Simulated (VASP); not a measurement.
# H6C2O in VASP: notebook, part 2 of 2

VASP 6.6.1. The steps go on from the part before.

## Step 3: Single point, PBE+D3(BJ)

INCAR reads:

```
PREC = Accurate
ENCUT = 520
EDIFF = 1E-6
ISMEAR = -1
SIGMA = 0.05
LREAL = Auto
LASPH = True
NELM = 100
ALGO = Normal
ISIF = 2
LWAVE = False
LCHARG = False
GGA = PE
IVDW = 12
NBANDS = 64
```

KPOINTS reads:

```
regular mesh
0
Gamma
  1 1 1
```

POSCAR reads:

```
H6C2O
1.0
    7.0419250000      0.0000000000      0.0000000000
    0.0000000000      7.0419250000      0.0000000000
    0.0000000000      0.0000000000      7.0419250000
C O H
8 4 24
Direct
    0.4654551135      0.3270554571     -0.0333573561
    0.6517252030      0.1977442248     -0.0031667477
    1.0518004665      0.9470279789      0.1512086539
    0.8867461667      0.8235248174      0.1796809821
    0.4931322046      0.6726143775      0.4996645093
    0.3711059121      0.8434909489      0.5453480405
    0.9394732264      0.3229798670      0.6212079794
    1.0356827146      0.4706383553      0.7525641071
    0.6771443888      0.0396198483     -0.1294390383
    0.9102340624      0.6487146625      0.2714456629
    0.3595181715      0.8527355801      0.7672759934
    1.0311385026      0.6637815654      0.6709671006
    0.8168079041      0.0552121756     -0.1501436042
    0.7681848358      0.2993499647     -0.0087760094
    0.6230824668      0.1502288082      0.1446479478
    0.4502320033      0.4202260035      0.0882003145
    0.4990822822      0.4351508998     -0.1491211565
    0.3259762068      0.2553847137     -0.0452575113
    0.9723193587      0.6529606606      0.3973629370
    0.7851688281      0.9190668745      0.2510535116
    0.8074922695      0.7859214632      0.0499437299
    1.0254440370      1.0614853183      0.0424315794
    1.0815934563      1.0269067052      0.2838428413
    1.1716114557      0.8667090320      0.1003844829
    0.4900222595      0.8883224402      0.8123346954
    0.4369543839      0.9781984330      0.5070204525
    0.2349357598      0.8428093171      0.4824249051
    0.5128427241      0.6421823578      0.3575016775
    0.6329945292      0.6620206833      0.5622468288
    0.4055425186      0.5369980510      0.5441125829
    1.1267515630      0.7398829155      0.7516268634
    0.9680307586      0.4909453026      0.8916027933
    1.1826879724      0.4418536125      0.7929223898
    1.0082612354      0.2090053501      0.5520081512
    0.8127323140      0.2483695864      0.6748580821
    0.8836220210      0.4087944703      0.5058701988
```

Potentials or basis: VASP PAW PBE potentials, release 64 (C, O, H).

Started as:

```bash
$ cat potpaw_PBE.64/C/POTCAR potpaw_PBE.64/O/POTCAR potpaw_PBE.64/H/POTCAR > POTCAR
$ mpirun -np 1 vasp_gam > vasp.out
```

Run time: 68 s. Hardware: 1 thread of AMD EPYC 7R43 (Zen 3), shared host; peak memory 0.31 GiB.

It converged, with:

```yaml
Free_energy: -187.5186 eV
Pressure: -0.5 GPa
Largest_force: 3.835 eV/Å
Band_gap_on_the_k_mesh: 4.82 eV
Dispersion_energy_per_atom: -0.041 eV
```

Forces in eV/Å, atoms in the order of the input:
```
C    1.539  0.310 -1.283
C   -3.324  1.273  1.334
C    0.969  1.500 -0.449
C   -2.376  0.072 -0.093
C   -2.260 -1.884  1.842
C    2.726  0.213  2.689
C   -1.349  1.443  0.421
C    0.122  0.461  0.431
O    1.528  1.081  0.049
O    0.615 -0.934  0.441
O   -0.337 -0.071 -1.910
O    0.632 -0.075  0.741
H   -1.138 -1.037 -0.339
H    0.404 -0.162  0.103
H    0.818 -0.347 -0.226
H    0.215  0.065  0.734
H   -0.756 -1.087  0.349
H    0.645 -0.169 -0.387
H   -0.117  0.590 -0.139
H   -0.495 -0.329  0.527
H    0.506  0.037 -0.203
H    0.023 -0.606  0.508
H    0.350 -0.297 -0.332
H    0.840 -0.168 -0.065
H   -0.795 -0.035 -0.452
H    0.336  0.305 -0.228
H   -1.245 -0.336 -0.016
H    0.301  0.114 -2.660
H    0.265  0.418  0.537
H    1.043  1.426 -0.102
H   -0.861 -0.872 -1.069
H   -0.504 -0.536  0.105
H    0.201 -0.354 -0.463
H    1.791 -0.720 -0.321
H    0.032  0.646  0.377
H   -0.343  0.064 -0.450
```

Stress tensor (GPa, compression positive):
```
 0.70 -0.83 -1.04
-0.83 -2.33 -0.85
-1.04 -0.85  0.15
```

Levels at points of the mesh, in eV from the valence-band top:
```tsv
k point	band 38	band 39	band 40	band 41	band 42	band 43
(0.00, 0.00, 0.00)	-0.33	-0.28	0.00	4.82	5.96	6.16
```

Caveat: the k points lie up to 0.89 Å⁻¹ apart, too coarse for converged energies, forces and pressures; the atoms stand as in a frame of molecular dynamics.

## Step 4: Single point, PBE+D3(BJ)

INCAR reads:

```
ALGO     = Normal         # electronic algorithm
EDIFF    = 1E-7           # SCF threshold, eV
ENCUT    = 520            # plane-wave cutoff, eV
GGA      = PE             # functional
ISIF     = 2              # what is computed and relaxed
ISMEAR   = -1             # smearing method
IVDW     = 12             # dispersion correction
LASPH    = T              # aspherical terms in the spheres
LCHARG   = F              # write CHGCAR
LREAL    = Auto         
LWAVE    = F              # write WAVECAR
NBANDS   = 64             # bands
NELM     = 100            # most SCF steps
PREC     = Accurate       # precision mode
SIGMA    = 0.05           # smearing width, eV
```

KPOINTS reads:

```
k-points
0
Gamma
  1 1 1
```

POSCAR reads:

```
H6C2O
1.0
    7.0419250000      0.0000000000      0.0000000000
    0.0000000000      7.0419250000      0.0000000000
    0.0000000000      0.0000000000      7.0419250000
C O H
8 4 24
Direct
    0.4668325777      0.3131530086     -0.0205341579
    0.6390440114      0.1970199910      0.0107215002
    1.0562594745      0.9519130067      0.1496181797
    0.8793760229      0.8170493154      0.1816548742
    0.4816154674      0.6798141133      0.5068216432
    0.3688480068      0.8522243563      0.5571345903
    0.9528076485      0.3319972877      0.6200009230
    1.0394600908      0.4786759302      0.7563698847
    0.6708534953      0.0459391431     -0.1316827430
    0.9135854188      0.6419551472      0.2695569748
    0.3608814351      0.8529911920      0.7716355968
    1.0235127469      0.6597485773      0.6753267040
    0.7923117613      0.0842667310     -0.1875623498
    0.7755407790      0.2634932920      0.0205909606
    0.6420829532      0.1296804496      0.1512228545
    0.4250542288      0.3964114926      0.1079392354
    0.5107126247      0.4237051658     -0.1320093582
    0.3404182805      0.2325500485     -0.0775640184
    0.9890903411      0.6590811461      0.3864426275
    0.7815618599      0.9050650213      0.2512239196
    0.7982334376      0.7986878588      0.0503981511
    1.0441463094      1.0570263103      0.0431558132
    1.0987052546      1.0321751510      0.2725391139
    1.1830855909      0.8740791758      0.0882287159
    0.4808486316      0.8959623966      0.8232266035
    0.4586813975      0.9768067680      0.4957025245
    0.2214593311      0.8552490974      0.4931464053
    0.5200140587      0.6279958960      0.3642469921
    0.6180128303      0.6906066168      0.5810627066
    0.4135658928      0.5647177441      0.5711080422
    1.1102787945      0.7499511852      0.7373977996
    0.9839923032      0.4871253244      0.9135712181
    1.1835258115      0.4640776492      0.7888041977
    1.0560464646      0.2316554067      0.5454332445
    0.8596229014      0.2411982519      0.7033588117
    0.8753004328      0.3979593648      0.5008005623
```

Started as:

```bash
$ cat potpaw_PBE.64/C/POTCAR potpaw_PBE.64/O/POTCAR potpaw_PBE.64/H/POTCAR > POTCAR
$ mpirun -np 1 vasp_gam > vasp.out
```

Run time: 85 s. Hardware: 1 thread of AMD EPYC 7R43 (Zen 3), shared host; peak memory 0.31 GiB.

The run converged. Its results:

| Quantity | Value |
| --- | --- |
| Free energy | -187.4945 eV |
| Pressure | 0.1 GPa |
| Largest force | 2.824 eV/Å |
| Band gap on the k mesh | 4.83 eV |
| Dispersion energy per atom | -0.041 eV |

Forces in eV/Å, atoms in the order of the input:
```
C   -0.330  1.827 -1.465
C    0.554 -2.024  0.925
C    0.798 -2.369 -0.450
C    1.419  1.129 -1.365
C    1.288 -0.341 -0.221
C    1.249  1.471 -0.199
C    0.974 -0.718 -0.204
C   -1.107  0.430  1.559
O   -0.082  0.730  0.403
O    0.469 -0.396  0.104
O   -1.816 -0.162 -2.157
O   -0.753  1.466 -0.831
H   -0.409 -0.766 -0.119
H    0.449  1.475 -0.248
H   -0.633 -0.492  0.151
H    0.152 -0.477 -0.408
H   -0.815 -0.728  0.721
H    0.915  0.291  0.498
H   -0.355  0.111  0.002
H   -1.326  0.859  1.824
H    0.571 -0.672 -0.461
H   -0.960  1.014 -1.109
H    0.177  0.008  0.827
H   -0.657  0.063  0.801
H    0.785  0.462 -0.194
H   -1.284 -0.570  0.972
H    1.024  0.091  0.823
H   -0.429  0.876 -0.312
H    0.225  0.084 -0.012
H   -0.955 -1.797  0.851
H    0.021 -0.425  0.133
H   -0.374 -0.544 -1.637
H    2.077 -0.993 -0.092
H   -0.333  0.876  0.815
H   -0.333  0.141 -0.452
H   -0.196  0.070  0.529
```

Stress tensor (GPa, compression positive):
```
 0.68 -1.04  0.06
-1.04  1.98 -1.95
 0.06 -1.95 -2.21
```

Levels at points of the mesh, in eV from the valence-band top:
| k point | band 36 | band 37 | band 38 | band 39 | band 40 | band 41 | band 42 | band 43 | band 44 | band 45 |
| --- | --- | --- | --- | --- | --- | --- | --- | --- | --- | --- |
| (0.00, 0.00, 0.00) | -1.63 | -0.87 | -0.46 | -0.29 | 0.00 | 4.83 | 6.05 | 6.28 | 6.64 | 6.74 |

Caveat: the k points lie up to 0.89 Å⁻¹ apart, too coarse for converged energies, forces and pressures; the atoms stand as in a frame of molecular dynamics.

## Step 5: Summary

```tsv
cell	gap on the mesh (eV)	pressure (GPa)	largest force (eV/Å)
as given, atomic positions A	4.76	-0.4	3.38
as given, atomic positions B	4.82	-0.5	3.83
as given, atomic positions C	4.83	0.1	2.82
```

Alike in all rows: task single point; level PBE+D3(BJ); potentials or basis VASP PAW PBE potentials, release 64 (C, O, H); no spin polarisation; k mesh 1 × 1 × 1; cutoff (eV) 520; smearing fermi-dirac 0.05 eV.

Caveats: all runs use coarse meshes; the atoms stand as in a frame of molecular dynamics (at least some runs).

Total energies depend on the potentials used, so only differences within one code and one set of settings carry meaning.
